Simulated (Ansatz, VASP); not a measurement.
Two plane-wave programs on GaN

Contents of POSCAR:

```
GaN
1.0
    3.1831025582      0.0000000000      0.0000000000
   -1.5915512791      2.7566476782      0.0000000000
    0.0000000000      0.0000000000      5.1835786677
Ga N
2 2
Direct
    0.3333333333      0.6666666667     -0.0008903618
    0.6666666667      0.3333333333      0.4991096382
    0.3333333333      0.6666666667      0.3758903618
    0.6666666667      0.3333333333      0.8758903618
```

Contents of INCAR.step1:

```
SYSTEM = GaN
PREC = Accurate ; ENCUT = 520
ISMEAR = 0 ; SIGMA = 0.01
LREAL = .False. ; LASPH = .True.
NELM = 80 ; NBANDS = 26
GGA = PE ; ALGO = Normal
EDIFF = 1E-4 ; LWAVE = .True.
LCHARG = .False.
```

INCAR.step2

```
SYSTEM = GaN
PREC = Accurate ; ENCUT = 520
EDIFF = 1E-6 ; ISMEAR = 0
SIGMA = 0.01 ; LREAL = .False.
LASPH = .True. ; NELM = 80
ALGO = Normal ; ISIF = 2
LWAVE = .False. ; LCHARG = .False.
METAGGA = R2SCAN ; LMIXTAU = .True.
NBANDS = 26 ; ISTART = 1
```

The input KPOINTS:

```
regular mesh
0
Gamma
  8 8 4
  0 0 0
```

Input for Ansatz:

```yaml
crystal:
  lattice:
    - [3.18310255818, 0.0, 0.0]
    - [-1.59155127909, 2.75664767824, 0.0]
    - [0.0, 0.0, 5.18357866773]
  atoms:
    - { symbol: Ga, position: [0.333333333333, 0.666666666667, -0.000890361786] }
    - { symbol: Ga, position: [0.666666666667, 0.333333333333, 0.499109638214] }
    - { symbol: "N", position: [0.333333333333, 0.666666666667, 0.375890361786] }
    - { symbol: "N", position: [0.666666666667, 0.333333333333, 0.875890361786] }
kpoints:
  mp_grid: { grid: [8, 8, 4] }
scf:
  occupations: { method: fixed }
hamiltonian:
  xc: r2scan
  pseudopotentials: { kind: paw }
output:
  forces: true
  stress: true
  eigenvalues: true
  eigenstates:
    nscf_kmesh: { grid: [12, 12, 6] }
    de_dk: true
    e_range: [-9, 12.35096407365]
checkpoint:
  write: ck
  write_wavefunctions: false
```

Alike in both runs: task single point; functional r2SCAN; k mesh 8 × 8 × 4; no spin polarisation.

```csv
,VASP,Ansatz
version,VASP 6.6.1,Ansatz 0.2.0
potentials or method,"VASP PAW PBE potentials, release 64 (Ga_d, N)","PAW with Ansatz's default frozen-core files, scalar-relativistic"
plane-wave cutoff (eV),520,500
occupations,"gaussian, width 0.01 eV",fixed
valence electrons in the cell,36,36
```

|  | VASP | Ansatz | Ansatz less VASP |
| --- | --- | --- | --- |
| gap on the k mesh at the Fermi level (eV) | 2.34 | 2.35 | +0.007 |
| pressure (GPa) | 1.1 | 0.0 | -1.08 |
| traceless stress, the component that is largest in VASP (GPa) | -0.09 | -0.01 | +0.085 |
| rms of the force components (eV/Å) | 0.003 | 0.000 | -0.0030 |

VASP's potentials were made for PBE, not for r2SCAN. Atom by atom the forces differ by 0.003 eV/Å (rms over components).
